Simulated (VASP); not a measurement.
A run of VASP 6.6.1:

INCAR

```
PREC     = Accurate       # precision mode
ENCUT    = 520            # plane-wave cutoff, eV
EDIFF    = 1E-7           # SCF threshold, eV
ISMEAR   = 0              # smearing method
SIGMA    = 0.05           # smearing width, eV
LREAL    = False          # projectors in reciprocal space
LASPH    = True           # aspherical terms in the spheres
NELM     = 60             # most SCF steps
ALGO     = Normal         # electronic algorithm
ISIF     = 2              # what is computed and relaxed
LWAVE    = False          # write WAVECAR
LCHARG   = False          # write CHGCAR
GGA      = PE             # functional
NBANDS   = 28             # bands
```

Contents of KPOINTS:

```
regular mesh
0
Gamma
  6 6 6
```

File POSCAR:

```
SrTiO3
1.0
    3.9421195835      0.0000000000      0.0000000000
    0.0000000000      3.9421195835      0.0000000000
    0.0000000000      0.0000000000      3.9421195835
Sr Ti O
1 1 3
Direct
    0.5000000000      0.5000000000      0.5000000000
    0.0000000000      0.0000000000      0.0000000000
    0.5000000000      0.0000000000      0.0000000000
    0.0000000000      0.5000000000      0.0000000000
    0.0000000000      0.0000000000      0.5000000000
```

Potentials or basis: VASP PAW PBE potentials, release 64 (Sr_sv, Ti_sv, O).

Run with:

```bash
$ cat potpaw_PBE.64/Sr_sv/POTCAR potpaw_PBE.64/Ti_sv/POTCAR potpaw_PBE.64/O/POTCAR > POTCAR
$ mpirun -np 1 vasp_std > vasp.out
```

Hardware: 1 thread of Intel Xeon 8259CL, with other jobs on the host.

Question: How long does it take, and how much memory?

Answer: Run time: 82 s on 1 thread of Intel Xeon 8259CL, with other jobs on the host, peak memory 0.19 GiB. Counts: scf iterations 18, k points 20.
